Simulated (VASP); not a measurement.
# PtS2 (d.A) in VASP: notebook

Runs on PtS2 (d.A). Level: revPBE+D3(BJ). Tasks: single point.

Everything below comes from runs of VASP 6.6.1. Logs are shortened: lines on timing, memory, paths and dates and some standing lists are left out, and cuts for length are marked.

## (1) The cell of the first run

The cell holds a sheet with vacuum, 3 atoms: a = 3.560 Å, b = 3.560 Å, c = 16.460 Å, α = 90.00°, β = 90.00°, γ = 120.00°.

## (2) Single point, revPBE+D3(BJ)

Input file INCAR:

```
ALGO = Normal
DIPOL = 0.5 0.5 0.500
EDIFF = 1E-6
ENCUT = 400
GGA = RE
GGA_COMPAT = F
IDIPOL = 3
ISIF = 2
ISMEAR = 0
IVDW = 12
LASPH = T
LCHARG = F
LDIPOL = T
LREAL = F
LWAVE = F
NBANDS = 18
NELM = 120
NELMDL = -8
PREC = Accurate
SIGMA = 0.03
```

Input file KPOINTS:

```
k-points
0
Gamma
  12 12 1
```

Input file POSCAR:

```
PtS2
1.0
    3.5600000000      0.0000000000      0.0000000000
   -1.7800000000      3.0830504375      0.0000000000
    0.0000000000      0.0000000000     16.4600000000
S Pt
2 1
Direct
    0.3333330000      0.6666670000      0.4252733900
    0.6666670000      0.3333330000      0.5747266100
    0.0000000000      0.0000000000      0.5000000000
```

Potentials or basis: VASP PAW PBE potentials, release 64 (S, Pt).

Command:

```bash
cat potpaw_PBE.64/S/POTCAR potpaw_PBE.64/Pt/POTCAR > POTCAR
mpirun -np 1 vasp_std > vasp.out
```

OUTCAR:

```text
EDIFF = 1E-6
   ENCUT = 400
   GGA = RE
   ISIF = 2
   ISMEAR = 0
   IVDW = 12
   LASPH = T
   LREAL = F
   NELM = 120
   NELMDL = -8
   PREC = Accurate
 IVDW          = 12

 ion  position               nearest neighbor table
   1  0.333  0.667  0.425-   3 2.40   3 2.40   3 2.40
   2  0.667  0.333  0.575-   3 2.40   3 2.40   3 2.40
   3  0.000  0.000  0.500-   1 2.40   2 2.40   2 2.40   1 2.40   2 2.40   1 2.40

  LATTYP: Found a hexagonal cell.
 ALAT       =     3.5600000000
 C/A-ratio  =     4.6235955056

  Lattice vectors:

 A1 = (   3.5600000000,   0.0000000000,   0.0000000000)
 A2 = (  -1.7800000000,   3.0830504375,   0.0000000000)
 A3 = (   0.0000000000,   0.0000000000,  16.4600000000)

Analysis of symmetry for initial positions (statically):
=====================================================================
 Subroutine PRICEL returns:
 Original cell was already a primitive cell.

 Routine SETGRP: Setting up the symmetry group for a
 hexagonal supercell.

 Subroutine GETGRP returns: Found 12 space group operations
 (whereof 12 operations were pure point group operations)
 out of a pool of 24 trial point group operations.

The static configuration has the point symmetry D_3d.

Analysis of symmetry for dynamics (positions and initial velocities):
=====================================================================
 Subroutine PRICEL returns:
 Original cell was already a primitive cell.

 Routine SETGRP: Setting up the symmetry group for a
 hexagonal supercell.

 Subroutine GETGRP returns: Found 12 space group operations
 (whereof 12 operations were pure point group operations)
 out of a pool of 24 trial point group operations.

The dynamic configuration has the point symmetry D_3d.

 Subroutine INISYM returns: Found 12 space group operations
 (whereof 12 operations are pure point group operations),
 and found     1 'primitive' translations

----------------------------------------------------------------------------------------

                                     Primitive cell

  volume of cell :     180.6594

  direct lattice vectors                    reciprocal lattice vectors
     3.560000000  0.000000000  0.000000000     0.280898876  0.162177042  0.000000000
    -1.780000000  3.083050437  0.000000000     0.000000000  0.324354084  0.000000000
     0.000000000  0.000000000 16.460000000     0.000000000  0.000000000  0.060753341
[... 85 lines left out ...]
   NFREE  =      0    steps in history (QN), initial steepest desc. (CG)
   ISIF   =      2    stress and relaxation
   ISYM   =      2    0-nonsym 1-usesym 2-fastsym
   POTIM  = 0.5000    time-step for ionic-motion
   TEBEG  =    0.0;   TEEND  =   0.0 temperature during run
   PSTRESS=    0.0 pullay stress
   NELECT =      22.0000    total number of electrons
   NUPDOWN=      -1.0000    fix difference up-down
   EMIN   =  10.00;   EMAX   =-10.00  energy-range for DOS
   EFERMI =   0.00;   METHOD = LEGACY
   ISMEAR =     0;   SIGMA  =   0.03  broadening in eV -4-tet -1-fermi 0-gaus
   EFERMI_NEDOS =   21; number of points for ismear=-14 and -15
   IALGO  =     38    algorithm
   IMIX   =      4    mixing-type and parameters
     AMIX     =   0.40;   BMIX     =  1.00
     AMIX_MAG =   1.60;   BMIX_MAG =  1.00
  volume/ion in A,a.u.               =      60.22       406.38
  Fermi-wavevector in a.u.,A,eV,Ry     =   0.811451  1.533420  8.958791  0.658453
  Thomas-Fermi vector in A             =   1.920813
   LORBIT       =      0    0 simple, 1 ext, 2 COOP (PROOUT), +10 PAW based schemes
   GGA     = RE    functional components
   LHFCALC =     F    Hartree Fock is set to
   AEXX    =    0.0000 exact exchange contribution
   IVDW    =    12    specifies the selected vdW correction
   LEPSILON=     F    determine dielectric tensor
   LRPA    =     F    only Hartree local field effects (RPA)
 non-spin polarized calculation
 Gauss-broadening in eV      SIGMA  =   0.03
  energy-cutoff  :      400.00
  volume of cell :      180.66
 maximum number of plane-waves:      3302
 NGX is ok and might be reduce to    24
   NGX = 11   NGY = 11   NGZ = 53

 dipolmoment           0.000000      0.000000     -0.000000 electrons x Angstroem

 number of electron      21.9999994 magnetization

 dipolmoment           0.000000      0.000000      0.000000 electrons x Angstroem

 Free energy of the ion-electron system (eV)
  ---------------------------------------------------
  ext. energy  EPLUGINS =         0.00000000
  ---------------------------------------------------
  free energy    TOTEN  =       -14.43250936 eV

  energy without entropy =      -14.43250936  energy(sigma->0) =      -14.43250936

 E-fermi :  -2.3676     XC(G=0):  -3.9389

 val. band max:       -2.5591109448   @ k =   0.1667   0.1667   0.0000
 cond. band min:      -0.7247734449   @ k =   0.2500   0.0000   0.0000
 fundamental gap:      1.8343374998
 Fermi energy:        -2.3675862858

 k-point     1 :       0.0000    0.0000    0.0000
  band No.  band energies     occupation
      1     -16.5585      2.00000
      2     -14.3399      2.00000
      3      -8.0964      2.00000
      4      -8.0964      2.00000
      5      -7.7543      2.00000
      6      -5.4159      2.00000
[... 376 lines left out ...]
      5      -7.6754      2.00000
      6      -5.9954      2.00000
[... 10 lines left out ...]
     17       6.9573      0.00000
     18       6.9878      0.00000

------------------------ aborting loop because EDIFF is reached ----------------------------------------

 vacuum level on the upper side and lower side of the slab       (xc-potential included)        -0.188        -0.188

 Edisp (eV)   -1.68401

 E8    (eV) :    -1.1783

  FORCE on cell =-STRESS in cart. coord.  units (eV):
  Direction    XX          YY          ZZ          XY          YZ          ZX
  --------------------------------------------------------------------------------------
  -------------------------------------------------------------------------------------
  Total      -0.83927    -0.83927     0.01645    -0.00000    -0.00000    -0.00000
  in kB      -7.44307    -7.44307     0.14589    -0.00000    -0.00000    -0.00000
  external pressure =       -4.91 kB  Pullay stress =        0.00 kB

 VOLUME and BASIS-vectors are now :
 -----------------------------------------------------------------------------
  energy-cutoff  :      400.00
  volume of cell :      180.66
      direct lattice vectors                 reciprocal lattice vectors
     3.560000000  0.000000000  0.000000000     0.280898876  0.162177042  0.000000000
    -1.780000000  3.083050437  0.000000000     0.000000000  0.324354084  0.000000000
     0.000000000  0.000000000 16.460000000     0.000000000  0.000000000  0.060753341

 POSITION                                       TOTAL-FORCE (eV/Angst)
 -----------------------------------------------------------------------------------
     -0.00000      2.05537      7.00000        -0.000000      0.000000     -0.021159
      1.78000      1.02768      9.46000         0.000000     -0.000000      0.021159
      0.00000      0.00000      8.23000        -0.000000      0.000000      0.000000
 -----------------------------------------------------------------------------------
    total drift:                                0.000000      0.000000      0.000000

  FREE ENERGIE OF THE ION-ELECTRON SYSTEM (eV)
  ---------------------------------------------------
  free  energy   TOTEN  =       -16.1165206004 eV

  energy  without entropy=      -16.1165206004  energy(sigma->0) =      -16.11652060

 vacuum level on the upper side and lower side of the slab         3.531         3.531
```

stdout:

```text
POSCAR found type information on POSCAR S Pt
 POSCAR found :  2 types and       3 ions
 scaLAPACK will be used
 -----------------------------------------------------------------------------
|                                                                             |
|                                                                             |
|     You enforced a specific xc type in the INCAR file but a different       |
|     I HOPE YOU KNOW WHAT YOU ARE DOING!                                     |
|                                                                             |
 -----------------------------------------------------------------------------

 LDA part: xc-table for (Slater+PW92), standard interpolation
 POSCAR, INCAR and KPOINTS ok, starting setup
 FFT: planning ... GRIDC
 FFT: planning ... GRID_SOFT
 FFT: planning ... GRID
 WAVECAR not read
 entering main loop
```

Wall time 1.8 min (1 thread of AMD EPYC 7R13, shared host); peak memory 0.22 GiB.

Results:

| Property | Result |
| --- | --- |
| Free energy | -16.1165 eV |
| Largest force | 0.021 eV/Å |
| Band gap on the k mesh | 1.83 eV, indirect (least direct gap 1.98 eV) |
| Dispersion energy per atom | -0.561 eV |

Forces on the atoms (eV/Å):
```
S    0.000  0.000 -0.021
S    0.000  0.000  0.021
Pt   0.000  0.000  0.000
```

Caveat: the PAW data sets were made with another functional, which shifts forces and pressure a little; spin-orbit coupling is left out, which moves the levels of the heavy elements.

## (3) Single point, revPBE+D3(BJ)

This run uses another cell than the first one, of 102.98 Å³/atom, 1.710 times its volume.

Input file INCAR:

```
SYSTEM = PtS2
PREC     = Accurate       ! precision mode
ENCUT    = 400            ! plane-wave cutoff, eV
EDIFF    = 1E-6           ! SCF threshold, eV
ISMEAR   = 0              ! smearing method
SIGMA    = 0.03           ! smearing width, eV
LREAL    = .False.        ! projectors in reciprocal space
LASPH    = .True.         ! aspherical terms in the spheres
NELM     = 120            ! most SCF steps
ALGO     = Normal         ! electronic algorithm
ISIF     = 2              ! what is computed and relaxed
LWAVE    = .False.        ! write WAVECAR
LCHARG   = .True.         ! write CHGCAR
LDIPOL   = .True.       
IDIPOL   = 3            
DIPOL    = 0.5 0.5 0.287
GGA      = RE             ! functional
IVDW     = 12             ! dispersion correction
LELF     = .True.         ! ELF
LVHAR    = .True.       
LVACPOTAV= .True.       
NBANDS   = 18             ! bands
GGA_COMPAT= .False.      
NELMDL   = -8
```

Input file KPOINTS:

```
regular mesh
0
Gamma
  12 12 1
  0 0 0
```

Input file POSCAR:

```
PtS2
1.0
    3.5244170454      0.0000000000      0.0000000000
   -1.7622085227      3.0522346949      0.0000000000
    0.0000000000      0.0000000000     28.7200000024
S Pt
2 1
Direct
    0.3333333333      0.6666666667      0.2428629264
    0.6666666667      0.3333333333      0.3302568507
    0.0000000000      0.0000000000      0.2865598886
```

Potentials or basis: VASP PAW PBE potentials, release 64 (S, Pt).

Command:

```bash
cat potpaw_PBE.64/S/POTCAR potpaw_PBE.64/Pt/POTCAR > POTCAR
mpirun -np 1 vasp_std > vasp.out
```

Wall time 3.4 min (1 thread of AMD EPYC 7R13, shared host); peak memory 0.32 GiB.

It converged, with:

* Free energy: -16.1236 eV
* Largest force: 0.047 eV/Å
* Band gap on the k mesh: 1.87 eV, indirect (least direct gap 2.03 eV)
* Dispersion energy per atom: -0.570 eV

Forces on the atoms (eV/Å):
```
S    0.000  0.000  0.047
S    0.000  0.000 -0.047
Pt   0.000  0.000  0.000
```

Levels at points of the mesh, in eV from the valence-band top:
```
           k point  band 7  band 8  band 9  band 10  band 11  band 12  band 13  band 14  band 15  band 16
(0.00, 0.00, 0.00)   -2.87   -0.87   -0.72    -0.20    -0.20     3.25     3.25     5.42     5.72     6.26
(0.50, 0.00, 0.00)   -2.12   -2.11   -1.90    -1.65    -1.47     2.94     3.03     5.60     6.84     8.49
```

Caveat: the PAW data sets were made with another functional, which shifts forces and pressure a little; spin-orbit coupling is left out, which moves the levels of the heavy elements.
